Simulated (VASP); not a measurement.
Wanted: the native input for a VASP 6.6.1 run.

```
Task                   : single point
Functional             : RPBE
Potentials or basis    : VASP PAW PBE potentials, release 64 (Mn_pv, O)
Cutoff                 : 520 eV
k mesh                 : 10 × 10 × 10
Occupations            : fermi-dirac, width 0.05 eV
Spin                   : collinear spin, ferromagnetic start
Starting moments       : [4.0, 0.0] μB
Dipole correction      : no
Further INCAR settings : ALGO = Normal; EDIFF = 1e-06; NBANDS = 20
```

The structure of MnO lies in POSCAR:

```
MnO
1.0
    0.0000000000      2.2612687400      2.2612687400
    2.2612687400      0.0000000000      2.2612687400
    2.2612687400      2.2612687400      0.0000000000
Mn O
1 1
Direct
    0.0000000000      0.0000000000      0.0000000000
    0.5000000000      0.5000000000      0.5000000000
```

These files were run (other wordings do the same):

INCAR

```
SYSTEM = MnO
ALGO = Normal
EDIFF = 1E-6
ENCUT = 520
GGA = RP
ISIF = 2
ISMEAR = -1
ISPIN = 2
LASPH = .True.
LCHARG = .True.
LELF = .True.
LMAXMIX = 4
LORBIT = 11
LREAL = .False.
LVHAR = .True.
LWAVE = .False.
MAGMOM = 4 0
NBANDS = 20
NELM = 150
PREC = Accurate
SIGMA = 0.05
```

KPOINTS

```
k-points
0
Gamma
  10 10 10
  0 0 0
```

Potentials or basis: VASP PAW PBE potentials, release 64 (Mn_pv, O).

Command:

```console
$ cat potpaw_PBE.64/Mn_pv/POTCAR potpaw_PBE.64/O/POTCAR > POTCAR
$ mpirun -np 1 vasp_std > vasp.out
```

Results of the run:

```json
{
 "Pressure": "0.1 GPa",
 "Net moment": "4.92 μB per cell",
 "Site moments": "Mn +4.46; O +0.20 μB",
 "Valence electrons inside the program's atomic spheres": "Mn 11.29; O 4.98"
}
```

Caveat: the PAW data sets were made with another functional, which shifts forces and pressure a little; a cell with one magnetic atom can't hold antiferromagnetic order, which such compounds often take.

Wall time 25 s on 1 thread of Intel Xeon 6975P-C, with other jobs on the host, peak memory 0.17 GiB.
